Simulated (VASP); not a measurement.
Set up this calculation in VASP 6.6.1, as the native input.

```yaml
Task: single point
Functional: PBE
Potentials_or_basis: VASP PAW PBE potentials, release 64 (Rh_pv)
Cutoff: 520 eV
k_mesh: 8 × 8 × 6
Occupations: gaussian, width 0.1 eV
Spin: no spin polarisation
Dipole_correction: no
Further_INCAR_settings: ALGO = Normal; EDIFF = 1e-07; NBANDS = 14
```

The structure of Rh lies in POSCAR:

```
Rh
1.0
    1.2614504000     -2.1119237000      0.0000000000
    1.2614504000      2.1119237000      0.0000000000
    0.0000000000      0.0000000000      2.5069438300
Rh
1
Direct
    0.5000000000      0.5000000000      0.0000000000
```

One way to write it, as run:

INCAR

```
SYSTEM = Rh
PREC     = Accurate       ! precision mode
ENCUT    = 520            ! plane-wave cutoff, eV
EDIFF    = 1E-7           ! SCF threshold, eV
ISMEAR   = 0              ! smearing method
SIGMA    = 0.1            ! smearing width, eV
LREAL    = .FALSE.        ! projectors in reciprocal space
LASPH    = .TRUE.         ! aspherical terms in the spheres
NELM     = 60             ! most SCF steps
ALGO     = Normal         ! electronic algorithm
ISIF     = 2              ! what is computed and relaxed
LWAVE    = .FALSE.        ! write WAVECAR
LCHARG   = .FALSE.        ! write CHGCAR
GGA      = PE             ! functional
NBANDS   = 14             ! bands
```

KPOINTS

```
regular mesh
0
G
  8 8 6
  0 0 0
```

Potentials or basis: VASP PAW PBE potentials, release 64 (Rh_pv).

Command:

```sh
$ cat potpaw_PBE.64/Rh_pv/POTCAR > POTCAR
$ mpirun -np 1 vasp_std > vasp.out
```

Results of the run:

```json
{
 "Pressure": "44.9 GPa"
}
```

Caveat: the k points lie up to 0.42 Å⁻¹ apart.

Run time: 12 s on 1 thread of Intel(R) Xeon(R) Platinum 8488C (Sapphire Rapids), on a shared host, peak memory 0.12 GiB.
